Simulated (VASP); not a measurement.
# Ag (Fm-3m) in VASP: further runs, part 2 of 2

VASP 6.6.1.

**3. Single point, PBEsol (volume scaled by 1.01)**

Input file INCAR:

```
ALGO = Normal ; EDIFF = 1E-6
ENCUT = 520 ; GGA = PS
ISIF = 2 ; ISMEAR = -1
LASPH = True ; LCHARG = True
LELF = True ; LREAL = False
LVHAR = True ; LWAVE = False
NBANDS = 12 ; NELM = 100
PREC = Accurate ; SIGMA = 0.03
```

Input file KPOINTS:

```
k-points
0
Gamma
  15 15 15
```

Input file POSCAR:

```
Ag
1.0
    0.0000000000      2.0498877575      2.0498877575
    2.0498877575      0.0000000000      2.0498877575
    2.0498877575      2.0498877575      0.0000000000
Ag
1
Direct
    0.0000000000      0.0000000000      0.0000000000
```

Potentials or basis: VASP PAW PBE potentials, release 64 (Ag).

Command:

```bash
> cat potpaw_PBE.64/Ag/POTCAR > POTCAR
> mpirun -np 1 vasp_std > vasp.out
```

OUTCAR:

```text
EDIFF = 1E-6
   ENCUT = 520
   GGA = PS
   ISIF = 2
   ISMEAR = -1
   LASPH = True
   LREAL = False
   NELM = 100
   PREC = Accurate

 ion  position               nearest neighbor table
   1  0.000  0.000  0.000-

  LATTYP: Found a face centered cubic cell.
 ALAT       =     4.0997755150

  Lattice vectors:

 A1 = (   0.0000000000,   2.0498877575,   2.0498877575)
 A2 = (   2.0498877575,   0.0000000000,   2.0498877575)
 A3 = (   2.0498877575,   2.0498877575,   0.0000000000)

Analysis of symmetry for initial positions (statically):
=====================================================================
 Subroutine PRICEL returns:
 Original cell was already a primitive cell.

 Routine SETGRP: Setting up the symmetry group for a
 face centered cubic supercell.

 Subroutine GETGRP returns: Found 48 space group operations
 (whereof 48 operations were pure point group operations)
 out of a pool of 48 trial point group operations.

The static configuration has the point symmetry O_h .

Analysis of symmetry for dynamics (positions and initial velocities):
=====================================================================
 Subroutine PRICEL returns:
 Original cell was already a primitive cell.

 Routine SETGRP: Setting up the symmetry group for a
 face centered cubic supercell.

 Subroutine GETGRP returns: Found 48 space group operations
 (whereof 48 operations were pure point group operations)
 out of a pool of 48 trial point group operations.

The dynamic configuration has the point symmetry O_h .

 Subroutine INISYM returns: Found 48 space group operations
 (whereof 48 operations are pure point group operations),
 and found     1 'primitive' translations

----------------------------------------------------------------------------------------

                                     Primitive cell

  volume of cell :      17.2274

  direct lattice vectors                    reciprocal lattice vectors
     0.000000000  2.049887758  2.049887758    -0.243915794  0.243915794  0.243915794
     2.049887758  0.000000000  2.049887758     0.243915794 -0.243915794  0.243915794
[... 112 lines left out ...]
   LEPSILON=     F    determine dielectric tensor
   LRPA    =     F    only Hartree local field effects (RPA)
 non-spin polarized calculation
  energy-cutoff  :      520.00
  volume of cell :       17.23
 maximum number of plane-waves:       483
 NGX is ok and might be reduce to    24
   NGX = 11   NGY = 11   NGZ = 11

 number of electron      10.9999999 magnetization

 Free energy of the ion-electron system (eV)
  ---------------------------------------------------
  ext. energy  EPLUGINS =         0.00000000
  ---------------------------------------------------
  free energy    TOTEN  =        -3.29879553 eV

  energy without entropy =       -3.29730215  energy(sigma->0) =       -3.29804884

 E-fermi :   8.2166     XC(G=0): -12.3513

 val. band max:        8.2047072610   @ k =  -0.3333   0.2000   0.0000
 cond. band min:       8.2403239665   @ k =  -0.4000   0.1333   0.0000
 fundamental gap:      0.0356167054
 Fermi energy:         8.2165800516

 k-point     1 :       0.0000    0.0000    0.0000
  band No.  band energies     occupation
      1       0.3344      2.00000
      2       3.3514      2.00000
      3       3.3514      2.00000
      4       3.3514      2.00000
      5       4.3786      2.00000
      6       4.3786      2.00000
      7      24.0516      0.00000
      8      27.5626      0.00000
      9      27.5626      0.00000
     10      27.5626      0.00000
     11      32.3579      0.00000
     12      33.4132      0.00000
[... 331 lines left out ...]
 k-point    24 :       0.2000    0.1333    0.0000
  band No.  band energies     occupation
      1       1.4647      2.00000
      2       2.9613      2.00000
      3       3.7063      2.00000
      4       3.7396      2.00000
      5       4.1321      2.00000
      6       4.5664      2.00000
      7      23.0673      0.00000
      8      24.6752      0.00000
      9      25.0184      0.00000
     10      26.5399      0.00000
     11      30.0176      0.00000
     12      33.2062      0.00000

 [... further k-points ...]

------------------------ aborting loop because EDIFF is reached ----------------------------------------

  FORCE on cell =-STRESS in cart. coord.  units (eV):
  Direction    XX          YY          ZZ          XY          YZ          ZX
  --------------------------------------------------------------------------------------
  -------------------------------------------------------------------------------------
  Total       -0.4231211     -0.4231211     -0.4231211      0.0000000      0.0000000     -0.0000000
  in kB      -39.3509331    -39.3509331    -39.3509331      0.0000000      0.0000000     -0.0000000
  external PRESSURE =     -39.3509331 kB  Pullay stress =       0.0000000 kB

 VOLUME and BASIS-vectors are now :
 -----------------------------------------------------------------------------
  energy-cutoff  :      520.00
  volume of cell :       17.23
      direct lattice vectors                 reciprocal lattice vectors
     0.000000000  2.049887758  2.049887758    -0.243915794  0.243915794  0.243915794
     2.049887758  0.000000000  2.049887758     0.243915794 -0.243915794  0.243915794
     2.049887758  2.049887758  0.000000000     0.243915794  0.243915794 -0.243915794

 POSITION                                       TOTAL-FORCE (eV/Angst)
 -----------------------------------------------------------------------------------
      0.00000      0.00000      0.00000         0.000000      0.000000      0.000000
 -----------------------------------------------------------------------------------
    total drift:                               -0.000000      0.000000     -0.000000

  FREE ENERGIE OF THE ION-ELECTRON SYSTEM (eV)
  ---------------------------------------------------
  free  energy   TOTEN  =        -3.2987955333 eV

  energy  without entropy=       -3.2973021498  energy(sigma->0) =       -3.29804884
```

OSZICAR:

```text
N       E                     dE             d eps       ncg     rms          rms(c)
DAV:   1     0.516957596457E+02    0.51696E+02   -0.54646E+03  2896   0.825E+02
DAV:   2    -0.281193146256E+01   -0.54508E+02   -0.51459E+02  3312   0.192E+02
DAV:   3    -0.364770769208E+01   -0.83578E+00   -0.83532E+00  3396   0.253E+01
DAV:   4    -0.365006611158E+01   -0.23584E-02   -0.23583E-02  3336   0.142E+00
DAV:   5    -0.365008363310E+01   -0.17522E-04   -0.17521E-04  3400   0.112E-01    0.541E+00
DAV:   6    -0.331187442118E+01    0.33821E+00   -0.13979E+00  3088   0.104E+01    0.326E+00
DAV:   7    -0.330270104432E+01    0.91734E-02   -0.91649E-03  3356   0.909E-01    0.187E+00
DAV:   8    -0.329878558115E+01    0.39155E-02   -0.72217E-04  3336   0.183E-01    0.894E-02
DAV:   9    -0.329879388682E+01   -0.83057E-05   -0.10273E-05  3316   0.230E-02    0.197E-02
DAV:  10    -0.329879568904E+01   -0.18022E-05   -0.22967E-06  3376   0.126E-02    0.328E-03
DAV:  11    -0.329879553331E+01    0.15573E-06   -0.64674E-08  1748   0.211E-03
   1 F= -.32987955E+01 E0= -.32980488E+01  d E =-.149338E-02
```

It took 7.9 s on 1 thread of Intel Xeon 6975P-C, shared host; peak memory 0.16 GiB.

What came out:

- Free energy: -3.2988 eV
- Pressure: -3.9 GPa

Levels at points of the mesh, in eV from the Fermi level:
```
           k point  band 2  band 3  band 4  band 5  band 6  band 7  band 8  band 9  band 10  band 11
(0.00, 0.00, 0.00)   -4.87   -4.87   -4.87   -3.84   -3.84   15.84   19.35   19.35    19.35    24.14
```

Caveat: the PAW data sets were made with another functional, which shifts forces and pressure a little.

**4. Single point, PBEsol (volume scaled by 1.04)**

Input file INCAR:

```
SYSTEM = Ag
PREC = Accurate
ENCUT = 520
EDIFF = 1E-7
ISMEAR = -1
SIGMA = 0.03
LREAL = .FALSE.
LASPH = .TRUE.
NELM = 100
ALGO = Normal
ISIF = 2
LWAVE = .FALSE.
LCHARG = .FALSE.
GGA = PS
NBANDS = 12
```

Input file KPOINTS:

```
Automatic mesh
0
G
  15 15 15
  0 0 0
```

Input file POSCAR:

```
Ag
1.0
    0.0000000000      2.0699859780      2.0699859780
    2.0699859780      0.0000000000      2.0699859780
    2.0699859780      2.0699859780      0.0000000000
Ag
1
Direct
    0.0000000000      0.0000000000      0.0000000000
```

Command:

```bash
> cat potpaw_PBE.64/Ag/POTCAR > POTCAR
> mpirun -np 1 vasp_std > vasp.out
```

Wall time 8.4 s (1 thread of Intel Xeon 6975P-C, shared host); peak memory 0.16 GiB.

It converged, with:

* Free energy: -3.2823 eV
* Pressure: -6.5 GPa

Levels at points of the mesh, in eV from the Fermi level:
| k point | band 3 | band 4 | band 5 | band 6 | band 7 | band 8 | band 9 | band 10 |
| --- | --- | --- | --- | --- | --- | --- | --- | --- |
| (0.00, 0.00, 0.00) | -4.74 | -4.74 | -3.77 | -3.77 | 15.78 | 19.12 | 19.12 | 19.12 |

Caveat: the PAW data sets were made with another functional, which shifts forces and pressure a little.

**5. Summary**

```csv
cell,gap on the mesh (eV),pressure (GPa)
"a = 2.870 Å, angles 60.0°, 1 atom",none,-0.8
"a = 2.899 Å, angles 60.0°, 1 atom",none,-3.9
"a = 2.927 Å, angles 60.0°, 1 atom",none,-6.5
```

Alike in all rows: task single point; level PBEsol; potentials or basis VASP PAW PBE potentials, release 64 (Ag); no spin polarisation; k mesh 15 × 15 × 15; cutoff (eV) 520; smearing fermi-dirac 0.03 eV.

Caveats: the PAW data sets were made with another functional, which shifts forces and pressure a little.

Total energies depend on the potentials used, so only differences within one code and one set of settings carry meaning.
